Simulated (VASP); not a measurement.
Input of a VASP 6.6.1 run:

INCAR

```
PREC = Accurate ; ENCUT = 520
EDIFF = 1E-6 ; ISMEAR = -1
SIGMA = 0.02 ; LREAL = False
LASPH = True ; NELM = 80
ALGO = Normal ; ISIF = 2
LWAVE = False ; LCHARG = False
GGA = PE ; NBANDS = 28
```

The input KPOINTS:

```
regular mesh
0
Gamma
  8 8 8
```

The input POSCAR:

```
BaTiO3
1.0
    2.8276671207      1.6325543733      2.3409093328
   -2.8276671207      1.6325543733      2.3409093328
    0.0000000000     -3.2651087466      2.3409093328
Ba Ti O
1 1 3
Direct
   -0.0029961267     -0.0029961267     -0.0029961267
    0.4843063055      0.4843063055      0.4843063055
    0.5110056624      0.5110056624      0.0179784963
    0.0179784963      0.5110056624      0.5110056624
    0.5110056624      0.0179784963      0.5110056624
```

Potentials or basis: VASP PAW PBE potentials, release 64 (Ba_sv, Ti_sv, O).

Command:

```bash
$ cat potpaw_PBE.64/Ba_sv/POTCAR potpaw_PBE.64/Ti_sv/POTCAR potpaw_PBE.64/O/POTCAR > POTCAR
$ mpirun -np 1 vasp_std > vasp.out
```

Q: What does it give for the band gap on the k mesh?

A: 2.41 eV, indirect (least direct gap 2.81 eV).

Q: Predict the largest force.

A: 0.082 eV/Å.

Forces in eV/Å, atoms in the order of the input:
```
Ba   0.000  0.000  0.038
Ti   0.000  0.000  0.082
O    0.000  0.019 -0.040
O   -0.016 -0.009 -0.040
O    0.016 -0.009 -0.040
```

Caveat: the cell differs from its parent crystal (z stretched by +1 %, then relaxed in part); spin-orbit coupling is left out, which moves the levels of the heavy elements. A k mesh can miss the band edges.
